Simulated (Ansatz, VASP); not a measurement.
**InGa3P4 in VASP and in Ansatz**

POSCAR

```
InGa3P4
1.0
    5.6208980000      0.0000000000      0.0000000000
    0.0000000000      5.6208980000      0.0000000000
    0.0000000000      0.0000000000      5.6208980000
In Ga P
1 3 4
Direct
    0.5000000000      0.5000000000      0.5000000000
    0.0000000000      0.0000000000      0.5000000000
    0.0000000000      0.5000000000      0.0000000000
    0.5000000000      0.0000000000      0.0000000000
    0.7600130000      0.7600130000      0.7600130000
    0.7600130000      0.2399870000      0.2399870000
    0.2399870000      0.7600130000      0.2399870000
    0.2399870000      0.2399870000      0.7600130000
```

INCAR.step1

```
SYSTEM = InGa3P4
ALGO = Normal ; EDIFF = 1E-4
ENCUT = 520 ; GGA = PE
ISMEAR = 0 ; LASPH = .TRUE.
LCHARG = .FALSE. ; LREAL = .FALSE.
LWAVE = .TRUE. ; NBANDS = 46
NELM = 60 ; PREC = Accurate
SIGMA = 0.02
```

The input INCAR.step2:

```
SYSTEM = InGa3P4
ALGO = Normal ; EDIFF = 1E-6
ENCUT = 520 ; ISIF = 2
ISMEAR = 0 ; ISTART = 1
LASPH = .TRUE. ; LCHARG = .TRUE.
LELF = .TRUE. ; LMIXTAU = .TRUE.
LREAL = .FALSE. ; LVHAR = .TRUE.
LWAVE = .FALSE. ; METAGGA = R2SCAN
NBANDS = 46 ; NELM = 60
PREC = Accurate ; SIGMA = 0.02
```

The input KPOINTS:

```
k-points
0
G
  6 6 6
  0 0 0
```

Input for Ansatz:

```yaml
crystal:
  lattice:
    - [5.620898, 0.0, 0.0]
    - [0.0, 5.620898, 0.0]
    - [0.0, 0.0, 5.620898]
  atoms:
    - { symbol: In, position: [0.5, 0.5, 0.5] }
    - { symbol: Ga, position: [0.0, 0.0, 0.5] }
    - { symbol: Ga, position: [0.0, 0.5, 0.0] }
    - { symbol: Ga, position: [0.5, 0.0, 0.0] }
    - { symbol: P, position: [0.760013, 0.760013, 0.760013] }
    - { symbol: P, position: [0.760013, 0.239987, 0.239987] }
    - { symbol: P, position: [0.239987, 0.760013, 0.239987] }
    - { symbol: P, position: [0.239987, 0.239987, 0.760013] }
basis:
  ecutwfc: 500
kpoints:
  mp_grid: { grid: [6, 6, 6] }
  band_path:
    path:
      - [[0.0, 0.0, 0.0], [0.0, 0.5, 0.0], [0.5, 0.5, 0.0], [0.0, 0.0, 0.0], [0.5, 0.5, 0.5], [0.0, 0.5, 0.0]]
      - [[0.5, 0.5, 0.5], [0.5, 0.5, 0.0]]
    npoints: 14
hamiltonian:
  xc: r2scan
scf:
  occupations: { method: gaussian, width: 0.02 }
  n_extra_bands: 20
output:
  forces: true
  stress: true
  eigenvalues: true
  populations: true
  dos: { projected: true, de: 0.02, nscf_kmesh: { grid: [9, 9, 9] } }
  bader: true
  write_density: true
  write_potential: true
  elf: true
  volumetric_format: npy
```

Alike in both runs: task single point; functional r2SCAN; k mesh 6 × 6 × 6; occupations gaussian, width 0.02 eV; no spin polarisation.

|  | VASP | Ansatz |
| --- | --- | --- |
| version | VASP 6.6.1 | Ansatz 0.2.0 |
| potentials or method | VASP PAW PBE potentials, release 64 (In_d, Ga_d, P), cutoff 520 eV | scalar-relativistic, plane waves, PAW |
| valence electrons in the cell | 72 | 72 |

```csv
,VASP,Ansatz,Ansatz less VASP
gap on the k mesh at the Fermi level (eV),1.45,1.46,+0.010
least direct gap on the mesh (eV),1.45,1.46,+0.010
pressure (GPa),-2.3,-2.2,+0.09
rms of the force components (eV/Å),0.004,0.000,-0.0033
```

VASP's potentials were made for PBE, not for r2SCAN. Atom by atom the forces differ by 0.003 eV/Å (rms over components).
